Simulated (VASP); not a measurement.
Wanted: the native input for a VASP 6.6.1 run.

- Task: electric field gradients
- Functional: LDA
- Potentials or basis: VASP PAW LDA potentials, release 64 (Ga_d, As)
- Cutoff: 520 eV
- k mesh: 11 × 11 × 11
- Occupations: fermi-dirac, width 0.05 eV
- Spin: no spin polarisation
- Dipole correction: no
- Further INCAR settings: ALGO = Normal; EDIFF = 1e-08; NBANDS = 16

The structure of GaAs lies in POSCAR:

```
GaAs
1.0
    0.0000000000      2.7696338872      2.7696338872
    2.7696338872      0.0000000000      2.7696338872
    2.7696338872      2.7696338872      0.0000000000
Ga As
1 1
Direct
    0.0000000000      0.0000000000      0.0000000000
    0.7500000000      0.7500000000      0.7500000000
```

This cell differs from its parent crystal: volume scaled by 0.9405.

One way to write it, as run:

INCAR

```
ALGO = Normal
EDIFF = 1E-8
ENCUT = 520
ISIF = 2
ISMEAR = -1
LASPH = T
LCHARG = F
LEFG = T
LREAL = F
LWAVE = F
NBANDS = 16
NELM = 100
PREC = Accurate
SIGMA = 0.05
```

KPOINTS

```
k-points
0
Gamma
  11 11 11
```

Potentials or basis: VASP PAW LDA potentials, release 64 (Ga_d, As).

The run is started by

```console
$ cat potpaw_LDA.64/Ga_d/POTCAR potpaw_LDA.64/As/POTCAR > POTCAR
$ mpirun -np 1 vasp_std > vasp.out
```

It gave:

```json
{
  "Pressure": "3.1 GPa",
  "Band gap on the k mesh": "0.80 eV, direct"
}
```

Caveat: without QUAD_EFG the Cq values of the log hold for a quadrupole moment of 1 mb, not for the nuclei.

It took 19 s on 1 thread of Intel(R) Xeon(R) 6975P-C (Granite Rapids) (shared host), peak memory 0.17 GiB.
